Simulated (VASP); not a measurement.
**Te: single point with PBE**

The system is Te.

```
Te
1.0
     0.00000    3.59343    3.59343
     3.59343    0.00000    3.59343
     3.59343    3.59343    0.00000
Te
2
Cartesian
  0.8984 0.8984 0.8984
  6.2885 6.2885 6.2885
```

This isn't the form of Te at room conditions, which is trigonal, of chains.

* Program: VASP 6.6.1
* Task: single point
* Functional: PBE
* Potentials or basis: VASP PAW PBE potentials, release 64 (Te)
* Cutoff: 500 eV
* k mesh: 13 × 13 × 13
* Occupations: fermi-dirac, width 0.1 eV
* Spin: no spin polarisation
* Dipole correction: no
* Further INCAR settings: ALGO = Normal; EDIFF = 1e-06; NBANDS = 13

| Quantity | Value |
| --- | --- |
| Pressure | 0.0 GPa |
| Band gap on the k mesh | zero (bands 6 and 7 overlap by 0.91 eV) |

Levels at points of the mesh, in eV from the Fermi level:
| k point | band 4 | band 5 | band 6 | band 7 | band 8 | band 9 |
| --- | --- | --- | --- | --- | --- | --- |
| (0.00, 0.00, 0.00) | -2.95 | -2.95 | -0.66 | -0.66 | -0.66 | 3.71 |

Run time: 2.3 min on 1 thread of Intel Xeon 8259CL (shared host), peak memory 0.28 GiB.

Caveat: spin-orbit coupling is left out, which moves the levels of the heavy elements.
